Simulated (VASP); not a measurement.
Runs of VASP 6.6.1 on CdS. The structure is that of space group P6_3mc (No. 186), or close to it. The cells are those of the table. 

```csv
task,cell,gap on the mesh (eV),pressure (GPa),largest force (eV/Å)
electric field gradients,"a = 4.079, b = 4.079, c = 6.658 Å, angles 90.0, 90.0, 120.0°, 4 atoms",1.18,2.5,0.30
single point,"a = 4.050, b = 4.050, c = 6.611 Å, angles 90.0, 90.0, 120.0°, 4 atoms",1.22,4.1,0.32
electric field gradients,"a = 4.050, b = 4.050, c = 6.611 Å, angles 90.0, 90.0, 120.0°, 4 atoms",1.22,4.1,0.32
single point,"a = 4.121, b = 4.121, c = 6.726 Å, angles 90.0, 90.0, 120.0°, 4 atoms",1.11,(b),0.27
single point,"a = 4.216, b = 4.216, c = 6.881 Å, angles 90.0, 90.0, 120.0°, 4 atoms",0.96,-3.2,0.20
single point,"a = 4.149, b = 4.149, c = 6.771 Å, angles 90.0, 90.0, 120.0°, 4 atoms",1.07,(c),0.24
single point,"a = 4.189, b = 4.189, c = 6.838 Å, angles 90.0, 90.0, 120.0°, 4 atoms",1.00,-2.3,0.22
single point,"a = 4.107, b = 4.107, c = 6.704 Å, angles 90.0, 90.0, 120.0°, 4 atoms",1.13,(a),0.28
```

Alike in all rows: level PBEsol; potentials or basis VASP PAW PBE potentials, release 64 (Cd, S); no spin polarisation; k mesh 7 × 7 × 4; cutoff (eV) 520; smearing fermi-dirac 0.01 eV.

Estimate the missing entries.

(a) 1.1; (b) 0.4; (c) -0.8.

Caveats: the PAW data sets were made with another functional, which shifts forces and pressure a little; the cell stands under pressure (at least some runs); the cell stands under tension (at least some runs).

A k mesh can miss the band edges, and the runs leave out spin-orbit coupling on Cd.
